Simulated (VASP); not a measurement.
Input of a VASP 6.6.1 run:

The input INCAR:

```
PREC = Accurate ; ENCUT = 520
EDIFF = 1E-6 ; ISMEAR = 0
SIGMA = 0.1 ; LREAL = Auto
LASPH = T ; NELM = 60
ALGO = Normal ; ISIF = 2
LWAVE = F ; LCHARG = F
LDIPOL = T ; IDIPOL = 3
DIPOL = 0.5 0.5 0.343 ; GGA = PE
NBANDS = 130
```

The input KPOINTS:

```
Automatic mesh
0
Gamma
  6 6 1
```

The input POSCAR:

```
Ru16Cl
1.0
    5.4395954924      0.0000000000      0.0000000000
   -2.7197977462      4.7108278828      0.0000000000
    0.0000000000      0.0000000000     21.8663388894
Ru Cl
16 1
Direct
    0.3333333333      0.1666666667      0.1829295713
    0.3333333333      0.6666666667      0.1829295713
    0.8333333333      0.1666666667      0.1829295713
    0.8333333333      0.6666666667      0.1829295713
    0.1666666667      0.3333333333      0.2811778374
    0.1666666667      0.8333333333      0.2811778374
    0.6666666667      0.3333333333      0.2811778374
    0.6666666667      0.8333333333      0.2811778374
    0.3333333333      0.1666666667      0.3790816287
    0.3333333333      0.6666666667      0.3790816287
    0.8333333333      0.1666666667      0.3790816287
    0.8333333333      0.6666666667      0.3790816287
    0.1666666667      0.3333333333      0.4740774824
    0.1666666667      0.8333333333      0.4740774824
    0.6666666667      0.3333333333      0.4740774824
    0.6666666667      0.8333333333      0.4740774824
    0.5000000000      0.5000000000      0.5626126569
```

Potentials or basis: VASP PAW PBE potentials, release 64 (Ru_pv, Cl).

Launch:

```sh
$ cat potpaw_PBE.64/Ru_pv/POTCAR potpaw_PBE.64/Cl/POTCAR > POTCAR
$ mpirun -np 1 vasp_std > vasp.out
```

Q: What does it give for the band gap on the k mesh?

A: Zero (an odd number of electrons rules out a gap without spin polarisation).

Q: Estimate the largest force.

A: 0.725 eV/Å.

Forces in eV/Å, atoms in the order of the input:
```
Ru   0.000  0.023  0.624
Ru   0.020 -0.011  0.624
Ru   0.000  0.000  0.640
Ru  -0.020 -0.011  0.624
Ru  -0.026 -0.015 -0.724
Ru   0.000  0.000 -0.453
Ru   0.026 -0.015 -0.724
Ru   0.000  0.030 -0.724
Ru   0.000 -0.117  0.029
Ru  -0.102  0.059  0.029
Ru   0.000  0.000  0.204
Ru   0.102  0.059  0.029
Ru   0.154  0.089  0.020
Ru   0.000  0.000 -0.229
Ru  -0.154  0.089  0.020
Ru   0.000 -0.177  0.020
Cl   0.000  0.000 -0.007
```

Caveat: an odd number of electrons without spin polarisation forces a metal; a magnetic or distorted state may lie lower.
